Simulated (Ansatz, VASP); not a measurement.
# One calculation of HgTe, two programs

```
Hg Te
1.0
     0.00000    3.28604    3.28604
     3.28604    0.00000    3.28604
     3.28604    3.28604    0.00000
Hg Te
1 1
Direct
  0.00000 0.00000 0.00000
  0.25000 0.25000 0.25000
```

Alike in both runs: functional r2SCAN; k mesh 9 × 9 × 9; occupations fermi-dirac, width 0.1 eV; no spin polarisation.

Ansatz relaxed the structure, and its values are those at the end. VASP's run is a single point on that final structure, the one shown.

```csv
,VASP,Ansatz
version,VASP 6.6.1,Ansatz 0.2.0
potentials or method,"VASP PAW PBE potentials, release 64 (Hg, Te), cutoff 520 eV",PAW plane waves
valence electrons in the cell,18,36
```

Ansatz gave:

```
gap on the k mesh at the Fermi level (eV) : none
pressure (GPa)                            : 0.0
```

Task: What did VASP give for the same quantities?

Result: gap on the k mesh at the Fermi level (eV): none; pressure (GPa): 0.1.

VASP's potentials were made for PBE, not for r2SCAN. A gap of «none» marks a metal or a gap that the smearing closes. VASP's potentials hold 18 valence electrons a cell and Ansatz's 36, so a difference there can come from the potentials and not from the codes.

Spin-orbit coupling is off throughout.
